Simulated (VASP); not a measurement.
Write the native input for VASP 6.6.1 that does the following.

| Quantity | Value |
| --- | --- |
| Task | relaxation of shape and atoms at fixed volume |
| Functional | PBE |
| Potentials or basis | VASP PAW PBE potentials, release 64 (In_d) |
| Cutoff | 600 eV |
| k mesh | 13 × 13 × 7 |
| Occupations | fermi-dirac, width 0.08 eV |
| Spin | no spin polarisation |
| Dipole correction | no |
| Further INCAR settings | ALGO = Normal; EDIFF = 1e-07; IBRION = 2; EDIFFG = -0.005; NSW = 50; ISIF = 4 |

The structure of In lies in POSCAR:

```
In
1.0
    2.8214274372      0.0000000000      0.0000000000
   -1.4107137186      2.4434278355      0.0000000000
    0.0000000000      0.0000000000      4.4326613211
In
2
Direct
    0.3333333333      0.6666666667      0.2500000000
    0.6666666667      0.3333333333      0.7500000000
```

The input as run:

INCAR

```
PREC = Accurate ; ENCUT = 600
EDIFF = 1E-7 ; ISMEAR = -1
SIGMA = 0.08 ; LREAL = False
LASPH = True ; NELM = 100
ALGO = Normal ; ISIF = 4
LWAVE = False ; LCHARG = False
GGA = PE ; IBRION = 2
NSW = 50 ; EDIFFG = -0.005
```

KPOINTS

```
Automatic mesh
0
Gamma
  13 13 7
```

Potentials or basis: VASP PAW PBE potentials, release 64 (In_d).

Launch:

```console
$ cat potpaw_PBE.64/In_d/POTCAR > POTCAR
$ mpirun -np 1 vasp_std > vasp.out
```

Results of the run:

* Energy gained by relaxing: 9.4 meV/atom
* Ionic steps: 3
* Pressure after relaxing: 95.1 GPa
* Band gap on the k mesh: zero (band 13 reaches 20.59 eV, above the bottom of band 14 at 13.01 eV)

Caveat: spin-orbit coupling is left out, which moves the levels of the heavy elements.

Wall time 37 s on 1 thread of Intel(R) Xeon(R) 6975P-C (Granite Rapids), on a shared host, peak memory 0.18 GiB.
